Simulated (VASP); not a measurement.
Ti2Co, 6 atoms in the cell. It takes space group Fd-3m (No. 227, cubic). The conventional cell has a = 7.028 Å, b = 7.028 Å, c = 7.028 Å, α = 90.00°, β = 90.00°, γ = 90.00°. Ti (site symmetry -3m) has 6 Ti at 2.48 Å and 6 Co at 2.91 Å within 3.3 Å. Co (site symmetry -43m) has 12 Ti at 2.91 Å and 4 Co at 3.04 Å within 3.8 Å. 

```yaml
Program: VASP 6.6.1
Task: single point
Functional: PBEsol
Potentials_or_basis: VASP PAW PBE potentials, release 64 (Ti_sv, Co)
Cutoff: 520 eV
k_mesh: 10 × 10 × 10
Occupations: gaussian, width 0.2 eV
Spin: collinear spin, ferromagnetic start
Starting_moments: "[0.0, 0.0, 0.0, 0.0, 1.1, 1.1] μB"
Dipole_correction: no
Further_INCAR_settings: ALGO = Normal; EDIFF = 1e-06; NBANDS = 46
```

Potentials or basis: VASP PAW PBE potentials, release 64 (Ti_sv, Co).

Command:

```console
$ cat potpaw_PBE.64/Ti_sv/POTCAR potpaw_PBE.64/Co/POTCAR > POTCAR
$ mpirun -np 1 vasp_std > vasp.out
```

Hardware: 1 thread of Intel(R) Xeon(R) Platinum 8488C (Sapphire Rapids) (shared host).

Question: How long does it take, and how much memory?

Answer: It took 7.9 min on 1 thread of Intel(R) Xeon(R) Platinum 8488C (Sapphire Rapids), with other jobs on the host, peak memory 0.46 GiB. Counts: scf iterations 22, k points 47.
